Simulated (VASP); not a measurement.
Input of a VASP 6.6.1 run:

The input INCAR:

```
SYSTEM = BaTiO3
  PREC = Accurate
  ENCUT = 520
  EDIFF = 1E-6
  ISMEAR = -1
  SIGMA = 0.08
  LREAL = .FALSE.
  LASPH = .TRUE.
  NELM = 100
  ALGO = Normal
  ISIF = 2
  LWAVE = .FALSE.
  LCHARG = .FALSE.
  GGA = PS
  NBANDS = 28
```

KPOINTS

```
Automatic mesh
0
G
  7 7 7
  0 0 0
```

File POSCAR:

```
BaTiO3
1.0
    4.0797960000      0.0000000000      0.0000000000
    0.0000000000      4.0797960000      0.0000000000
    0.0000000000      0.0000000000      4.0180000000
Ba Ti O
1 1 3
Direct
    0.0000000000      0.0000000000      0.0000000000
    0.5000000000      0.5000000000      0.4820000000
    0.5000000000      0.5000000000      0.0160000000
    0.5000000000      0.0000000000      0.5150000000
    0.0000000000      0.5000000000      0.5150000000
```

Potentials or basis: VASP PAW PBE potentials, release 64 (Ba_sv, Ti_sv, O).

Launch:

```bash
$ cat potpaw_PBE.64/Ba_sv/POTCAR potpaw_PBE.64/Ti_sv/POTCAR potpaw_PBE.64/O/POTCAR > POTCAR
$ mpirun -np 1 vasp_std > vasp.out
```

Question: Predict the band gap on the k mesh.

Answer: 1.74 eV (least direct gap 1.98 eV).

Question: Estimate the largest force.

Answer: 0.454 eV/Å.

Stress tensor (GPa, compression positive):
```
-9.26  0.00  0.00
 0.00 -9.26  0.00
 0.00  0.00 -4.63
```

Caveat: the cell differs from its parent crystal (equal xx and yy strain of +2 %); the cell stands under tension; the PAW data sets were made with another functional, which shifts forces and pressure a little; spin-orbit coupling is left out, which moves the levels of the heavy elements. A k mesh can miss the band edges.
